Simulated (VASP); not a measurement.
A run of VASP 6.6.1 is set up as follows.

Contents of POSCAR:

```
AlN
1.0
    0.0000000000      2.5222835297      1.6394842943
    2.5222835297      0.0000000000      1.6394842943
    2.5222835297      2.5222835297      0.0000000000
Al N
1 1
Direct
    0.0000000000      0.0000000000      0.0000000000
    0.7500000000      0.7500000000      0.7500000000
```

INCAR.step1

```
ALGO     = Normal         # electronic algorithm
EDIFF    = 1E-4           # SCF threshold, eV
ENCUT    = 520            # plane-wave cutoff, eV
GGA      = PE             # functional
ISMEAR   = 0              # smearing method
LASPH    = True           # aspherical terms in the spheres
LCHARG   = False          # write CHGCAR
LREAL    = False          # projectors in reciprocal space
LWAVE    = True           # write WAVECAR
NBANDS   = 11             # bands
NELM     = 100            # most SCF steps
PREC     = Accurate       # precision mode
SIGMA    = 0.05           # smearing width, eV
```

File INCAR.step2:

```
ALGO     = Normal         # electronic algorithm
EDIFF    = 1E-6           # SCF threshold, eV
ENCUT    = 520            # plane-wave cutoff, eV
ISIF     = 2              # what is computed and relaxed
ISMEAR   = 0              # smearing method
ISTART   = 1            
LASPH    = True           # aspherical terms in the spheres
LCHARG   = False          # write CHGCAR
LMIXTAU  = True         
LREAL    = False          # projectors in reciprocal space
LWAVE    = False          # write WAVECAR
METAGGA  = R2SCAN         # meta-GGA
NBANDS   = 11             # bands
NELM     = 100            # most SCF steps
PREC     = Accurate       # precision mode
SIGMA    = 0.05           # smearing width, eV
```

File KPOINTS:

```
k-points
0
Gamma
  10 10 10
```

Potentials or basis: VASP PAW PBE potentials, release 64 (Al, N).

Run with:

```console
$ cat potpaw_PBE.64/Al/POTCAR potpaw_PBE.64/N/POTCAR > POTCAR
$ cp INCAR.step1 INCAR
$ mpirun -np 1 vasp_std > vasp.out
$ cp INCAR.step2 INCAR
$ mpirun -np 1 vasp_std > vasp.out
```

**Question.** Predict the band gap on the k mesh.

**Answer.** 3.18 eV.

**Question.** What does it give for the pressure?

**Answer.** -15.7 GPa.

Stress tensor (GPa, compression positive):
```
-28.46   0.00   0.00
  0.00 -28.46   0.00
  0.00   0.00   9.82
```

Caveat: the cell stands under tension; the PAW data sets were made with another functional, which shifts forces and pressure a little. A k mesh can miss the band edges.
